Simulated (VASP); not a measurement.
Wanted: the native input for a VASP 6.6.1 run.

| Property | Result |
| --- | --- |
| Task | single point |
| Functional | PBEsol |
| Potentials or basis | VASP PAW PBE potentials, release 64 (Cd, H) |
| Cutoff | 520 eV |
| k mesh | 6 × 6 × 6 |
| Occupations | gaussian, width 0.5 eV |
| Spin | no spin polarisation |
| Dipole correction | no |
| Further INCAR settings | ALGO = Normal; EDIFF = 1e-06; NBANDS = 14 |

The structure of CdH2 lies in POSCAR:

```
CdH2
1.0
    0.0000000000      2.5271675656      2.5271675656
    2.5271675656      0.0000000000      2.5271675656
    2.5271675656      2.5271675656      0.0000000000
Cd H
1 2
Direct
    0.0000000000      0.0000000000      0.0000000000
    0.2500000000      0.2500000000      0.2500000000
    0.7500000000      0.7500000000      0.7500000000
```

One way to write it, as run:

INCAR

```
  PREC = Accurate
  ENCUT = 520
  EDIFF = 1E-6
  ISMEAR = 0
  SIGMA = 0.5
  LREAL = False
  LASPH = True
  NELM = 60
  ALGO = Normal
  ISIF = 2
  LWAVE = False
  LCHARG = True
  GGA = PS
  LELF = True
  LVHAR = True
  NBANDS = 14
```

KPOINTS

```
Automatic mesh
0
Gamma
  6 6 6
```

Potentials or basis: VASP PAW PBE potentials, release 64 (Cd, H).

Run with:

```bash
$ cat potpaw_PBE.64/Cd/POTCAR potpaw_PBE.64/H/POTCAR > POTCAR
$ mpirun -np 1 vasp_std > vasp.out
```

It gave:

```json
{
 "Pressure": "-1.3 GPa",
 "Band gap on the k mesh": "zero (band 7 reaches 1.91 eV, above the bottom of band 8 at 0.82 eV)"
}
```

Caveat: the PAW data sets were made with another functional, which shifts forces and pressure a little.

Run time: 5.7 s on 1 thread of Intel(R) Xeon(R) Platinum 8488C (Sapphire Rapids) (shared host), peak memory 0.15 GiB.
